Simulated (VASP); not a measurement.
# VN (Fm-3m) in VASP: a series of runs, part 2 of 2

VASP 6.6.1. The steps go on from the part before.

## Step 5: Single point, PBE, collinear spin, ferromagnetic start

INCAR reads:

```
SYSTEM = VN
PREC     = Accurate       ! precision mode
ENCUT    = 600            ! plane-wave cutoff, eV
EDIFF    = 1E-6           ! SCF threshold, eV
ISMEAR   = 0              ! smearing method
SIGMA    = 0.1            ! smearing width, eV
LREAL    = .FALSE.        ! projectors in reciprocal space
LASPH    = .TRUE.         ! aspherical terms in the spheres
NELM     = 200            ! most SCF steps
ALGO     = Normal         ! electronic algorithm
ISIF     = 2              ! what is computed and relaxed
LWAVE    = .FALSE.        ! write WAVECAR
LCHARG   = .TRUE.         ! write CHGCAR
ISPIN    = 2              ! spin polarisation
MAGMOM   = 0.3 0          ! initial moments
LORBIT   = 11             ! projections on sites
LMAXMIX  = 4              ! l up to which the mixer works
GGA      = PE             ! functional
LELF     = .TRUE.         ! ELF
LVHAR    = .TRUE.       
NBANDS   = 20             ! bands
NELECT   = 17.5         
ISYM     = 0            
GGA_COMPAT= .FALSE.
```

KPOINTS reads:

```
regular mesh
0
G
  1 7 2
  0 0 0
```

POSCAR reads:

```
VN
1.0
    0.0000000000      2.0624650000      2.0624650000
    2.0624650000      0.0000000000      2.0624650000
    2.0624650000      2.0624650000      0.0000000000
V N
1 1
Direct
    0.0000000000      0.0000000000      0.0000000000
    0.5000000000      0.5000000000      0.5000000000
```

Potentials or basis: VASP PAW PBE potentials, release 64 (V_sv, N).

The run is started by

```sh
cat potpaw_PBE.64/V_sv/POTCAR potpaw_PBE.64/N/POTCAR > POTCAR
mpirun -np 1 vasp_std > vasp.out
```

OUTCAR:

```text
SYSTEM = VN
   PREC = Accurate
   ENCUT = 600
   EDIFF = 1E-6
   ISMEAR = 0
   LREAL = .FALSE.
   LASPH = .TRUE.
   NELM = 200
   ISIF = 2
   ISPIN = 2
   LORBIT = 11
   GGA = PE
   NELECT = 17.5
   ISYM = 0

 ion  position               nearest neighbor table
   1  0.000  0.000  0.000-   2 2.06   2 2.06   2 2.06   2 2.06   2 2.06   2 2.06
   2  0.500  0.500  0.500-   1 2.06   1 2.06   1 2.06   1 2.06   1 2.06   1 2.06

IMPORTANT INFORMATION: All symmetrisations will be switched off!
NOSYMM: (Re-)initialisation of all symmetry stuff for point group C_1.

----------------------------------------------------------------------------------------

                                     Primitive cell

  volume of cell :      17.5465

  direct lattice vectors                    reciprocal lattice vectors
     0.000000000  2.062465000  2.062465000    -0.242428356  0.242428356  0.242428356
     2.062465000  0.000000000  2.062465000     0.242428356 -0.242428356  0.242428356
     2.062465000  2.062465000  0.000000000     0.242428356  0.242428356 -0.242428356

  length of vectors
     2.916765975  2.916765975  2.916765975     0.419898230  0.419898230  0.419898230

  position of ions in fractional coordinates (direct lattice)
     0.000000000  0.000000000  0.000000000
     0.500000000  0.500000000  0.500000000

  ion indices of the primitive-cell ions
   primitive index   ion index
                 1           1
                 2           2

----------------------------------------------------------------------------------------

 KPOINTS: regular mesh

Automatic generation of k-mesh.
 Grid dimensions read from file:
 generate k-points for:    1    7    2

 Generating k-lattice:

  Cartesian coordinates                     Fractional coordinates (reciprocal lattice)
    -0.242428356  0.242428356  0.242428356     1.000000000  0.000000000  0.000000000
     0.034632622 -0.034632622  0.034632622     0.000000000  0.142857143  0.000000000
[... 106 lines left out ...]
  ext. energy  EPLUGINS =         0.00000000
  ---------------------------------------------------
  free energy    TOTEN  =       -23.68455094 eV

  energy without entropy =      -23.67741560  energy(sigma->0) =      -23.68098327

 E-fermi :  10.6376     XC(G=0): -13.3071

 val. band max:       10.5869330292   @ k =   0.0000   0.1429   0.0000
 cond. band min:      10.9310103118   @ k =   0.0000   0.0000   0.0000
 fundamental gap:      0.3440772827
 Fermi energy:        10.6376195349

 spin component 1

 k-point     1 :       0.0000    0.0000    0.0000
  band No.  band energies     occupation
      1     -54.1772      1.00000
      2     -28.0228      1.00000
      3     -27.7453      1.00000
      4     -27.6052      1.00000
      5      -5.7071      1.00000
      6       9.9061      1.00000
[... 160 lines left out ...]
      6       5.4163      1.00000
[... 12 lines left out ...]
     19      38.9296      0.00000
     20      42.3676      0.00000
 Fermi energy:        10.6376195349

 spin component 2

 k-point     1 :       0.0000    0.0000    0.0000
  band No.  band energies     occupation
      1     -54.1173      1.00000
      2     -27.9601      1.00000
      3     -27.6853      1.00000
      4     -27.5493      1.00000
      5      -5.7043      1.00000
      6       9.9000      1.00000
[... 173 lines left out ...]
     19      38.9710      0.00000
     20      42.3724      0.00000

------------------------ aborting loop because EDIFF is reached ----------------------------------------

  FORCE on cell =-STRESS in cart. coord.  units (eV):
  Direction    XX          YY          ZZ          XY          YZ          ZX
  --------------------------------------------------------------------------------------
  -------------------------------------------------------------------------------------
  Total       -7.7330505     -6.1027241     -6.1027148      0.0508891      4.4064610     -0.0509119
  in kB     -706.1088774   -557.2429254   -557.2420686      4.6467145    402.3562578     -4.6487957
  external PRESSURE =    -606.8646238 kB  Pullay stress =       0.0000000 kB

 VOLUME and BASIS-vectors are now :
 -----------------------------------------------------------------------------
  energy-cutoff  :      600.00
  volume of cell :       17.55
      direct lattice vectors                 reciprocal lattice vectors
     0.000000000  2.062465000  2.062465000    -0.242428356  0.242428356  0.242428356
     2.062465000  0.000000000  2.062465000     0.242428356 -0.242428356  0.242428356
     2.062465000  2.062465000  0.000000000     0.242428356  0.242428356 -0.242428356

 POSITION                                       TOTAL-FORCE (eV/Angst)
 -----------------------------------------------------------------------------------
      0.00000      0.00000      0.00000        -0.000000      0.000000     -0.000000
      2.06246      2.06246      2.06246         0.000000     -0.000000      0.000000
 -----------------------------------------------------------------------------------
    total drift:                                0.000000      0.000000     -0.000000

  FREE ENERGIE OF THE ION-ELECTRON SYSTEM (eV)
  ---------------------------------------------------
  free  energy   TOTEN  =       -23.6845509435 eV

  energy  without entropy=      -23.6774156035  energy(sigma->0) =      -23.68098327

 total charge

# of ion       s       p       d       tot
------------------------------------------
    1        2.253   6.215   2.902  11.369
    2        1.213   2.478   0.000   3.692
--------------------------------------------------
tot          3.466   8.693   2.902  15.061

 magnetization (x)

# of ion       s       p       d       tot
------------------------------------------
    1        0.000   0.000   0.058   0.059
    2       -0.001  -0.004   0.000  -0.004
--------------------------------------------------
tot         -0.000  -0.004   0.058   0.055
```

OSZICAR:

```text
N       E                     dE             d eps       ncg     rms          rms(c)
DAV:   1     0.157586730732E+03    0.15759E+03   -0.93008E+03   640   0.106E+03
DAV:   2    -0.241824283468E+02   -0.18177E+03   -0.17012E+03   680   0.338E+02
DAV:   3    -0.303520867501E+02   -0.61697E+01   -0.60793E+01   716   0.662E+01
DAV:   4    -0.303847984287E+02   -0.32712E-01   -0.32699E-01   684   0.505E+00
DAV:   5    -0.303849569823E+02   -0.15855E-03   -0.15855E-03   720   0.360E-01    0.294E+01
DAV:   6    -0.254713644522E+02    0.49136E+01   -0.13213E+01   720   0.501E+01    0.134E+01
DAV:   7    -0.241888632400E+02    0.12825E+01   -0.12261E+01   672   0.283E+01    0.973E+00
DAV:   8    -0.236871864077E+02    0.50168E+00   -0.67140E-01   672   0.113E+01    0.139E+00
DAV:   9    -0.236843829928E+02    0.28034E-02   -0.57485E-02   732   0.190E+00    0.727E-01
DAV:  10    -0.236845401357E+02   -0.15714E-03   -0.26824E-03   688   0.442E-01    0.295E-01
DAV:  11    -0.236844984680E+02    0.41668E-04   -0.37302E-04   716   0.243E-01    0.129E-01
DAV:  12    -0.236845363662E+02   -0.37898E-04   -0.16927E-04   708   0.142E-01    0.548E-02
DAV:  13    -0.236845486390E+02   -0.12273E-04   -0.21179E-05   692   0.452E-02    0.175E-02
DAV:  14    -0.236845513943E+02   -0.27553E-05   -0.65055E-06   696   0.184E-02    0.878E-03
DAV:  15    -0.236845509435E+02    0.45084E-06   -0.52899E-07   428   0.843E-03
   1 F= -.23684551E+02 E0= -.23680983E+02  d E =-.713534E-02  mag=     0.0600
```

It took 6.9 s on 1 thread of Intel Xeon Platinum 8559C (Emerald Rapids), shared host; peak memory 0.15 GiB.

Results:

| Quantity | Value |
| --- | --- |
| Free energy | -23.6846 eV |
| Net moment | 0.06 μB per cell |
| Site moments | V +0.06; N -0.00 μB |
| Valence electrons inside the program's atomic spheres | V 11.37; N 3.69 |

Levels at points of the mesh, in eV from the Fermi level:
Spin up:
| k point | band 5 | band 6 | band 7 | band 8 | band 9 | band 10 | band 11 | band 12 |
| --- | --- | --- | --- | --- | --- | --- | --- | --- |
| (0.00, 0.00, 0.00) | -16.34 | -0.73 | -0.65 | -0.64 | -0.57 | -0.49 | -0.39 | 0.29 |
| (0.00, 0.00, 0.50) | -13.68 | -7.29 | -4.71 | -4.67 | 1.42 | 1.45 | 2.38 | 5.90 |
Spin down:
```
           k point  band 4  band 5  band 6  band 7  band 8  band 9  band 10  band 11  band 12  band 13
(0.00, 0.00, 0.00)  -38.19  -16.34   -0.74   -0.66   -0.59   -0.50    -0.48    -0.33     0.33     0.62
(0.00, 0.00, 0.50)  -38.23  -13.68   -7.26   -4.70   -4.64    1.48     1.49     2.45     5.92     6.10
```

Caveat: the k points lie up to 2.64 Å⁻¹ apart; the cell carries a net charge on a neutralising background, which shifts energy and pressure; the cell is charged against a uniform background, so pressure and absolute levels hang on convention.

## Step 6: Single point, PBE, collinear spin, ferromagnetic start

INCAR reads:

```
  ALGO = Normal
  EDIFF = 1E-6
  ENCUT = 600
  GGA = PE
  GGA_COMPAT = F
  ISIF = 2
  ISMEAR = 0
  ISPIN = 2
  LASPH = T
  LCHARG = F
  LMAXMIX = 4
  LORBIT = 11
  LREAL = F
  LWAVE = F
  MAGMOM = 0.3 0
  NBANDS = 20
  NELM = 200
  PREC = Accurate
  SIGMA = 0.1
```

KPOINTS reads:

```
k-points
0
Gamma
  4 4 4
```

POSCAR is that of step 5.

Potentials or basis: VASP PAW PBE potentials, release 64 (V_sv, N).

The run is started by

```sh
cat potpaw_PBE.64/V_sv/POTCAR potpaw_PBE.64/N/POTCAR > POTCAR
mpirun -np 1 vasp_std > vasp.out
```

It took 6.6 s on 1 thread of Intel Xeon Platinum 8559C (Emerald Rapids), shared host; peak memory 0.14 GiB.

The run converged. Its results:

| Property | Result |
| --- | --- |
| Free energy | -19.3389 eV |
| Pressure | -1.1 GPa |
| Net moment | 0.31 μB per cell |
| Site moments | V +0.30; N -0.01 μB |
| Valence electrons inside the program's atomic spheres | V 11.67; N 3.74 |

Levels at points of the mesh, in eV from the Fermi level:
Spin up:
```
           k point  band 7  band 8  band 9  band 10  band 11  band 12
(0.00, 0.00, 0.00)   -2.19   -2.19   -1.57    -1.57    -1.57    -0.45
(0.50, 0.00, 0.00)   -6.04   -6.04    0.55     0.55     1.42     5.00
(0.50, 0.50, 0.00)   -3.83   -3.62   -3.62     0.52     1.15     1.15
```
Spin down:
| k point | band 7 | band 8 | band 9 | band 10 | band 11 | band 12 |
| --- | --- | --- | --- | --- | --- | --- |
| (0.00, 0.00, 0.00) | -2.20 | -2.20 | -1.26 | -1.26 | -1.26 | -0.25 |
| (0.50, 0.00, 0.00) | -5.97 | -5.97 | 0.88 | 0.88 | 1.70 | 5.14 |
| (0.50, 0.50, 0.00) | -3.61 | -3.61 | -3.57 | 0.73 | 1.51 | 1.51 |

Caveat: the k points lie up to 0.66 Å⁻¹ apart. With open d or f shells a metallic result of PBE can be an artefact of self-interaction; +U or a hybrid may open a gap.

## Step 7: The runs side by side

```tsv
spin	k mesh	smearing	gap on the mesh (eV)	pressure (GPa)	moment (μB)
off	6 × 6 × 6	gaussian 0.52 eV	none	1.0	-
collinear, ferromagnetic start	3 × 3 × 3	gaussian 0.084 eV	none	8.1	1.33
collinear, ferromagnetic start	4 × 4 × 4	methfessel-paxton 0.024 eV	none	-1.3	0.31
collinear, ferromagnetic start	4 × 4 × 4	gaussian 0.1 eV	none	-1.1	0.31
```

Alike in all rows: task single point; level PBE; potentials or basis VASP PAW PBE potentials, release 64 (V_sv, N); cell as given; cutoff (eV) 600.

Caveats: all runs use coarse meshes.

Absolute energies hang on the potentials; compare differences alone.
